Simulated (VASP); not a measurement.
Set up this calculation in VASP 6.6.1, as the native input.

- Task: single point
- Functional: PBEsol
- Potentials or basis: VASP PAW PBE potentials, release 64 (Sb)
- Cutoff: 500 eV
- k mesh: 10 × 10 × 10
- Occupations: fermi-dirac, width 0.1 eV
- Spin: no spin polarisation
- Dipole correction: no
- Further INCAR settings: ALGO = Normal; EDIFF = 1e-06; NBANDS = 12

The structure of Sb lies in POSCAR:

```
Sb
1.0
    0.0000000000      3.1202300791      3.1202300791
    3.1202300791      0.0000000000      3.1202300791
    3.1202300791      3.1202300791      0.0000000000
Sb
2
Direct
   -0.1250000000     -0.1250000000     -0.1250000000
    0.1250000000      0.1250000000      0.1250000000
```

This isn't the form of Sb at room conditions, which is rhombohedral.

These files were run (other wordings do the same):

INCAR

```
PREC     = Accurate       # precision mode
ENCUT    = 500            # plane-wave cutoff, eV
EDIFF    = 1E-6           # SCF threshold, eV
ISMEAR   = -1             # smearing method
SIGMA    = 0.1            # smearing width, eV
LREAL    = F              # projectors in reciprocal space
LASPH    = T              # aspherical terms in the spheres
NELM     = 120            # most SCF steps
ALGO     = Normal         # electronic algorithm
ISIF     = 2              # what is computed and relaxed
LWAVE    = F              # write WAVECAR
LCHARG   = F              # write CHGCAR
GGA      = PS             # functional
NBANDS   = 12             # bands
GGA_COMPAT= F
```

KPOINTS

```
regular mesh
0
Gamma
  10 10 10
```

Potentials or basis: VASP PAW PBE potentials, release 64 (Sb).

Run with:

```sh
$ cat potpaw_PBE.64/Sb/POTCAR > POTCAR
$ mpirun -np 1 vasp_std > vasp.out
```

It gave:

The pressure is 18.5 GPa. The band gap on the k mesh is zero (bands 5 and 6 overlap by 1.95 eV).

Caveat: the cell stands under pressure; the PAW data sets were made with another functional, which shifts forces and pressure a little; spin-orbit coupling is left out, which moves the levels of the heavy elements.

It took 20 s on 1 thread of Intel(R) Xeon(R) 6975P-C (Granite Rapids), on a shared host, peak memory 0.17 GiB.
